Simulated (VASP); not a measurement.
# SnPb5Se6 (P-3m1) in VASP: a series of runs

The runs below take SnPb5Se6 through single point, with PBE.

All numbers are computed with VASP 6.6.1; they aren't measurements. Logs are shortened: lines on timing, memory, paths and dates and some standing lists are left out, and cuts for length are marked.

**1. The cell of the first run**

The structure is trigonal, space group P-3m1 (No. 164). Conventional cell: a = 4.381 Å, b = 4.381 Å, c = 21.453 Å, α = 90.00°, β = 90.00°, γ = 120.00°. Sn (site symmetry -3m) has 6 Se at 3.05 Å within 4.0 Å. Within 4.1 Å of Pb (site symmetry -3m) lie 6 Se at 3.11 Å. Within 4.1 Å of Pb (site symmetry 3m) lie 6 Se at 3.11 Å. Pb (site symmetry 3m) has 6 Se at 3.11 Å within 4.1 Å. Within 4.1 Å of Se (site symmetry 3m) lie 6 Pb at 3.11 Å. Se (site symmetry 3m) has 6 Pb at 3.11 Å within 4.1 Å. Within 4.0 Å of Se (site symmetry 3m) lie 3 Sn at 3.05 Å and 3 Pb at 3.11 Å.

**2. Single point, PBE**

The input, INCAR:

```
PREC = Accurate
ENCUT = 520
EDIFF = 1E-7
ISMEAR = 0
SIGMA = 0.1
LREAL = F
LASPH = T
NELM = 80
ALGO = Normal
ISIF = 2
LWAVE = F
LCHARG = F
GGA = PE
NBANDS = 72
```

The input, KPOINTS:

```
Automatic mesh
0
Gamma
  6 6 1
```

The input, POSCAR:

```
SnPb5Se6
1.0
    4.3806087000      0.0000000000      0.0000000000
   -2.1903043000      3.7937184000      0.0000000000
    0.0000000000      0.0000000000     21.4533616000
Sn Pb Se
1 5 6
Direct
    0.0000000000      0.0000000000      0.5000000000
    0.0000000000      0.0000000000      0.0000000000
    0.3333333000      0.6666667000      0.8319690000
    0.6666667000      0.3333333000      0.6639660000
    0.3333333000      0.6666667000      0.3360340000
    0.6666667000      0.3333333000      0.1680310000
    0.6666667000      0.3333333000      0.9159790000
    0.0000000000      0.0000000000      0.7479500000
    0.3333333000      0.6666667000      0.5794590000
    0.6666667000      0.3333333000      0.4205410000
    0.0000000000      0.0000000000      0.2520500000
    0.3333333000      0.6666667000      0.0840210000
```

Potentials or basis: VASP PAW PBE potentials, release 64 (Sn_d, Pb_d, Se).

On the command line:

```sh
$ cat potpaw_PBE.64/Sn_d/POTCAR potpaw_PBE.64/Pb_d/POTCAR potpaw_PBE.64/Se/POTCAR > POTCAR
$ mpirun -np 1 vasp_std > vasp.out
```

OUTCAR:

```text
PREC = Accurate
   ENCUT = 520
   EDIFF = 1E-7
   ISMEAR = 0
   LREAL = F
   LASPH = T
   NELM = 80
   ISIF = 2
   GGA = PE

 ion  position               nearest neighbor table
   1  0.000  0.000  0.500-   9 3.05  10 3.05   9 3.05  10 3.05  10 3.05   9 3.05
   2  0.000  0.000  0.000-   7 3.11  12 3.11  12 3.11   7 3.11   7 3.11  12 3.11
   3  0.333  0.667  0.832-   7 3.11   7 3.11   7 3.11   8 3.11   8 3.11   8 3.11
   4  0.667  0.333  0.664-   8 3.11   8 3.11   8 3.11   9 3.11   9 3.11   9 3.11
   5  0.333  0.667  0.336-  11 3.11  11 3.11  11 3.11  10 3.11  10 3.11  10 3.11
   6  0.667  0.333  0.168-  12 3.11  12 3.11  12 3.11  11 3.11  11 3.11  11 3.11
   7  0.667  0.333  0.916-   3 3.11   3 3.11   3 3.11   2 3.11   2 3.11   2 3.11
   8  0.000  0.000  0.748-   4 3.11   4 3.11   4 3.11   3 3.11   3 3.11   3 3.11
   9  0.333  0.667  0.579-   1 3.05   1 3.05   1 3.05   4 3.11   4 3.11   4 3.11
  10  0.667  0.333  0.421-   1 3.05   1 3.05   1 3.05   5 3.11   5 3.11   5 3.11
  11  0.000  0.000  0.252-   5 3.11   5 3.11   5 3.11   6 3.11   6 3.11   6 3.11
  12  0.333  0.667  0.084-   6 3.11   6 3.11   6 3.11   2 3.11   2 3.11   2 3.11

  LATTYP: Found a hexagonal cell.
 ALAT       =     4.3806087000
 C/A-ratio  =     4.8973471655

  Lattice vectors:

 A1 = (   4.3806087000,   0.0000000000,   0.0000000000)
 A2 = (  -2.1903043000,   3.7937184000,   0.0000000000)
 A3 = (   0.0000000000,   0.0000000000,  21.4533616000)

Analysis of symmetry for initial positions (statically):
=====================================================================
 Subroutine PRICEL returns:
 Original cell was already a primitive cell.

 Routine SETGRP: Setting up the symmetry group for a
 hexagonal supercell.

 Subroutine GETGRP returns: Found 12 space group operations
 (whereof 12 operations were pure point group operations)
 out of a pool of 24 trial point group operations.

The static configuration has the point symmetry D_3d.

Analysis of symmetry for dynamics (positions and initial velocities):
=====================================================================
 Subroutine PRICEL returns:
 Original cell was already a primitive cell.

 Routine SETGRP: Setting up the symmetry group for a
 hexagonal supercell.

 Subroutine GETGRP returns: Found 12 space group operations
 (whereof 12 operations were pure point group operations)
 out of a pool of 24 trial point group operations.

The dynamic configuration has the point symmetry D_3d.

 Subroutine INISYM returns: Found 12 space group operations
 (whereof 12 operations are pure point group operations),
 and found     1 'primitive' translations

----------------------------------------------------------------------------------------

                                     Primitive cell

  volume of cell :     356.5290

  direct lattice vectors                    reciprocal lattice vectors
     4.380608700  0.000000000  0.000000000     0.228278778  0.131796811  0.000000000
    -2.190304300  3.793718400  0.000000000     0.000000000  0.263593629  0.000000000
     0.000000000  0.000000000 21.453361600     0.000000000  0.000000000  0.046612742

  length of vectors
     4.380608700  4.380608659 21.453361600     0.263593626  0.263593629  0.046612742

  position of ions in fractional coordinates (direct lattice)
     0.000000000  0.000000000  0.500000000
     0.000000000  0.000000000  0.000000000
     0.333333300  0.666666700  0.831969000
     0.666666700  0.333333300  0.663966000
     0.333333300  0.666666700  0.336034000
     0.666666700  0.333333300  0.168031000
     0.666666700  0.333333300  0.915979000
     0.000000000  0.000000000  0.747950000
     0.333333300  0.666666700  0.579459000
     0.666666700  0.333333300  0.420541000
     0.000000000  0.000000000  0.252050000
     0.333333300  0.666666700  0.084021000

  ion indices of the primitive-cell ions
   primitive index   ion index
                 1           1
                 2           2
                 3           3
                 4           4
                 5           5
                 6           6
                 7           7
                 8           8
                 9           9
                10          10
                11          11
                12          12

----------------------------------------------------------------------------------------

 KPOINTS: Automatic mesh

Automatic generation of k-mesh.
 Grid dimensions read from file:
 generate k-points for:    6    6    1

 Generating k-lattice:

  Cartesian coordinates                     Fractional coordinates (reciprocal lattice)
     0.038046463  0.021966135  0.000000000     0.166666667  0.000000000  0.000000000
     0.000000000  0.043932271  0.000000000     0.000000000  0.166666667  0.000000000
     0.000000000  0.000000000  0.046612742     0.000000000  0.000000000  1.000000000

  Length of vectors
     0.043932271  0.043932271  0.046612742

  Shift w.r.t. Gamma in fractional coordinates (k-lattice)
     0.000000000  0.000000000  0.000000000

 Subroutine IBZKPT returns following result:
 ===========================================

 Found      7 irreducible k-points:

 Following reciprocal coordinates:
            Coordinates               Weight
  0.000000  0.000000  0.000000      1.000000
  0.166667 -0.000000  0.000000      6.000000
  0.333333 -0.000000  0.000000      6.000000
  0.500000  0.000000  0.000000      3.000000
  0.166667  0.166667  0.000000      6.000000
  0.333333  0.166667  0.000000     12.000000
  0.333333  0.333333  0.000000      2.000000
   k-points           NKPTS =      7   k-points in BZ     NKDIM =      7   number of bands    NBANDS=     72
   number of dos      NEDOS =    301   number of ions     NIONS =     12
   total plane-waves  NPLWV = 207360
   dimension x,y,z NGX =    36 NGY =   36 NGZ =  160
   dimension x,y,z NGXF=    72 NGYF=   72 NGZF=  320
   ions per type =               1   5   6
   NGX,Y,Z   is equivalent  to a cutoff of  13.66, 13.66, 12.40 a.u.
   NGXF,Y,Z  is equivalent  to a cutoff of  27.32, 27.32, 24.80 a.u.
 SYSTEM =  unknown system
   PREC   = accura    normal or accurate (medium, high low for compatibility)
   ISTART =      0    job   : 0-new  1-cont  2-samecut
   ICHARG =      2    charge: 1-file 2-atom 10-const
   ISPIN  =      1    spin polarized calculation?
   LNONCOLLINEAR =      F non collinear calculations
   LSORBIT =      F    spin-orbit coupling
   LASPH  =      T    aspherical Exc in radial PAW
   ENCUT  =  520.0 eV  38.22 Ry    6.18 a.u.   8.15  8.15 39.89*2*pi/ulx,y,z
   NELM   =     80;   NELMIN=  2; NELMDL= -5     # of ELM steps
   EDIFF  = 0.1E-06   stopping-criterion for ELM
   LREAL  =      F    real-space projection
   EDIFFG = 0.1E-05   stopping-criterion for IOM
   NSW    =      0    number of steps for IOM
   IBRION =     -1    ionic relax: 0-MD 1-quasi-New 2-CG
   NFREE  =      0    steps in history (QN), initial steepest desc. (CG)
   ISIF   =      2    stress and relaxation
   ISYM   =      2    0-nonsym 1-usesym 2-fastsym
   POTIM  = 0.5000    time-step for ionic-motion
   TEBEG  =    0.0;   TEEND  =   0.0 temperature during run
   PSTRESS=    0.0 pullay stress
   NELECT =     120.0000    total number of electrons
   NUPDOWN=      -1.0000    fix difference up-down
   EMIN   =  10.00;   EMAX   =-10.00  energy-range for DOS
   EFERMI =   0.00;   METHOD = LEGACY
   ISMEAR =     0;   SIGMA  =   0.10  broadening in eV -4-tet -1-fermi 0-gaus
   EFERMI_NEDOS =   21; number of points for ismear=-14 and -15
   IALGO  =     38    algorithm
   IMIX   =      4    mixing-type and parameters
     AMIX     =   0.40;   BMIX     =  1.00
     AMIX_MAG =   1.60;   BMIX_MAG =  1.00
  volume/ion in A,a.u.               =      29.71       200.50
  Fermi-wavevector in a.u.,A,eV,Ry     =   1.138772  2.151968 17.644071  1.296803
  Thomas-Fermi vector in A             =   2.275477
   LORBIT       =      0    0 simple, 1 ext, 2 COOP (PROOUT), +10 PAW based schemes
   GGA     = PE    functional components
   LHFCALC =     F    Hartree Fock is set to
   AEXX    =    0.0000 exact exchange contribution
   IVDW    =     0    specifies the selected vdW correction
   LEPSILON=     F    determine dielectric tensor
   LRPA    =     F    only Hartree local field effects (RPA)
 non-spin polarized calculation
 Gauss-broadening in eV      SIGMA  =   0.10
  energy-cutoff  :      520.00
  volume of cell :      356.53
 maximum number of plane-waves:      9622
 NGX is ok and might be reduce to    36
   NGX = 17   NGY = 17   NGZ = 79

 number of electron     119.9999997 magnetization

 Free energy of the ion-electron system (eV)
  ---------------------------------------------------
  ext. energy  EPLUGINS =         0.00000000
  ---------------------------------------------------
  free energy    TOTEN  =       -49.17877298 eV

  energy without entropy =      -49.17677174  energy(sigma->0) =      -49.17777236

 E-fermi :   4.8286     XC(G=0):  -9.3404

 val. band max:        4.6978478378   @ k =   0.5000   0.0000   0.0000
 cond. band min:       4.9579596535   @ k =   0.0000   0.0000   0.0000
 fundamental gap:      0.2601118157
 Fermi energy:         4.8286137659

 k-point     1 :       0.0000    0.0000    0.0000
  band No.  band energies     occupation
      1     -16.7482      2.00000
      2     -16.7438      2.00000
      3     -16.7438      2.00000
      4     -16.7408      2.00000
      5     -16.7408      2.00000
      6     -12.2040      2.00000
[... 64 lines left out ...]
     71       7.7925      0.00000
     72       8.1850      0.00000
[... 448 lines left out ...]
     71       8.8329      0.00000
     72       8.8332      0.00000

------------------------ aborting loop because EDIFF is reached ----------------------------------------

  FORCE on cell =-STRESS in cart. coord.  units (eV):
  Direction    XX          YY          ZZ          XY          YZ          ZX
  --------------------------------------------------------------------------------------
  -------------------------------------------------------------------------------------
  Total       -0.1101228     -0.1101228      0.0007916     -0.0000000      0.0000000      0.0000000
  in kB       -0.4948720     -0.4948720      0.0035572     -0.0000000      0.0000000      0.0000000
  external PRESSURE =      -0.3287289 kB  Pullay stress =       0.0000000 kB

 VOLUME and BASIS-vectors are now :
 -----------------------------------------------------------------------------
  energy-cutoff  :      520.00
  volume of cell :      356.53
      direct lattice vectors                 reciprocal lattice vectors
     4.380608700  0.000000000  0.000000000     0.228278778  0.131796811  0.000000000
    -2.190304300  3.793718400  0.000000000     0.000000000  0.263593629  0.000000000
     0.000000000  0.000000000 21.453361600     0.000000000  0.000000000  0.046612742

 POSITION                                       TOTAL-FORCE (eV/Angst)
 -----------------------------------------------------------------------------------
      0.00000      0.00000     10.72668         0.000000      0.000000     -0.000000
      0.00000      0.00000      0.00000         0.000000      0.000000     -0.000000
     -0.00000      2.52915     17.84853        -0.000000      0.000000      0.012177
      2.19030      1.26457     14.24430        -0.000000     -0.000000      0.005549
     -0.00000      2.52915      7.20906         0.000000      0.000000     -0.005549
      2.19030      1.26457      3.60483        -0.000000      0.000000     -0.012177
      2.19030      1.26457     19.65083         0.000000      0.000000     -0.004806
      0.00000      0.00000     16.04604         0.000000      0.000000     -0.011475
     -0.00000      2.52915     12.43134         0.000000     -0.000000     -0.006803
      2.19030      1.26457      9.02202        -0.000000      0.000000      0.006803
      0.00000      0.00000      5.40732         0.000000     -0.000000      0.011475
     -0.00000      2.52915      1.80253         0.000000      0.000000      0.004806
 -----------------------------------------------------------------------------------
    total drift:                                0.000000     -0.000000     -0.000000

  FREE ENERGIE OF THE ION-ELECTRON SYSTEM (eV)
  ---------------------------------------------------
  free  energy   TOTEN  =       -49.1787729798 eV

  energy  without entropy=      -49.1767717388  energy(sigma->0) =      -49.17777236
```

It took 3.6 min on 1 thread of Intel Xeon Platinum 8375C at 2.90GHz (Ice Lake), shared host; peak memory 0.55 GiB.

What came out:

| Property | Result |
| --- | --- |
| Free energy | -49.1788 eV |
| Pressure | 0.0 GPa |
| Largest force | 0.012 eV/Å |
| Band gap on the k mesh | 0.26 eV (least direct gap 0.27 eV) |

Forces in eV/Å, atoms in the order of the input:
```
Sn   0.000  0.000  0.000
Pb   0.000  0.000  0.000
Pb   0.000  0.000  0.012
Pb   0.000  0.000  0.006
Pb   0.000  0.000 -0.006
Pb   0.000  0.000 -0.012
Se   0.000  0.000 -0.005
Se   0.000  0.000 -0.011
Se   0.000  0.000 -0.007
Se   0.000  0.000  0.007
Se   0.000  0.000  0.011
Se   0.000  0.000  0.005
```

Caveat: spin-orbit coupling is left out, which moves the levels of the heavy elements; an odd mesh through Γ misses points on the zone boundary, where band edges can lie.

**3. Single point, PBE**

The input, INCAR:

```
SYSTEM = SnPb5Se6
PREC     = Accurate       ! precision mode
ENCUT    = 520            ! plane-wave cutoff, eV
EDIFF    = 1E-6           ! SCF threshold, eV
ISMEAR   = 0              ! smearing method
SIGMA    = 0.2            ! smearing width, eV
LREAL    = .FALSE.        ! projectors in reciprocal space
LASPH    = .TRUE.         ! aspherical terms in the spheres
NELM     = 100            ! most SCF steps
ALGO     = Normal         ! electronic algorithm
ISIF     = 2              ! what is computed and relaxed
LWAVE    = .FALSE.        ! write WAVECAR
LCHARG   = .FALSE.        ! write CHGCAR
GGA      = PE             ! functional
NBANDS   = 72             ! bands
```

The input, KPOINTS:

```
Automatic mesh
0
G
  6 6 1
  0 0 0
```

The input, POSCAR:

```
SnPb5Se6
1.0
    4.3806086895     -0.0000000289      0.0000000000
   -2.1903043197      3.7937184236      0.0000000000
    0.0000000000      0.0000000000     21.4533616000
Sn Pb Se
1 5 6
Direct
    0.0000000000      0.0000000000      0.5000000000
    0.0000000000      0.0000000000      0.0000000000
    0.3333333333      0.6666666667      0.8319690000
    0.6666666667      0.3333333333      0.6639660000
    0.3333333333      0.6666666667      0.3360340000
    0.6666666667      0.3333333333      0.1680310000
    0.6666666667      0.3333333333      0.9159790000
    0.0000000000      0.0000000000      0.7479500000
    0.3333333333      0.6666666667      0.5794590000
    0.6666666667      0.3333333333      0.4205410000
    0.0000000000      0.0000000000      0.2520500000
    0.3333333333      0.6666666667      0.0840210000
```

Potentials or basis: VASP PAW PBE potentials, release 64 (Sn_d, Pb_d, Se).

On the command line:

```sh
$ cat potpaw_PBE.64/Sn_d/POTCAR potpaw_PBE.64/Pb_d/POTCAR potpaw_PBE.64/Se/POTCAR > POTCAR
$ mpirun -np 1 vasp_std > vasp.out
```

Wall time 3.3 min (1 thread of Intel Xeon Platinum 8375C at 2.90GHz (Ice Lake), shared host); peak memory 0.55 GiB.

It converged, with:

| Item | Value |
| --- | --- |
| Free energy | -49.1841 eV |
| Pressure | -0.1 GPa |
| Largest force | 0.014 eV/Å |
| Band gap on the k mesh | 0.26 eV (least direct gap 0.27 eV) |

Forces on the atoms (eV/Å):
```
Sn   0.000  0.000  0.000
Pb   0.000  0.000  0.000
Pb   0.000  0.000  0.014
Pb   0.000  0.000  0.007
Pb   0.000  0.000 -0.007
Pb   0.000  0.000 -0.014
Se   0.000  0.000 -0.006
Se   0.000  0.000 -0.014
Se   0.000  0.000 -0.010
Se   0.000  0.000  0.010
Se   0.000  0.000  0.014
Se   0.000  0.000  0.006
```

Levels at points of the mesh, in eV from the valence-band top:
| k point | band 57 | band 58 | band 59 | band 60 | band 61 | band 62 | band 63 | band 64 |
| --- | --- | --- | --- | --- | --- | --- | --- | --- |
| (0.00, 0.00, 0.00) | -1.39 | -0.72 | -0.66 | -0.02 | 0.26 | 1.21 | 1.39 | 1.61 |
| (0.50, 0.00, 0.00) | -1.45 | -1.45 | -1.29 | 0.00 | 0.27 | 1.62 | 1.64 | 1.74 |

Caveat: spin-orbit coupling is left out, which moves the levels of the heavy elements; an odd mesh through Γ misses points on the zone boundary, where band edges can lie.
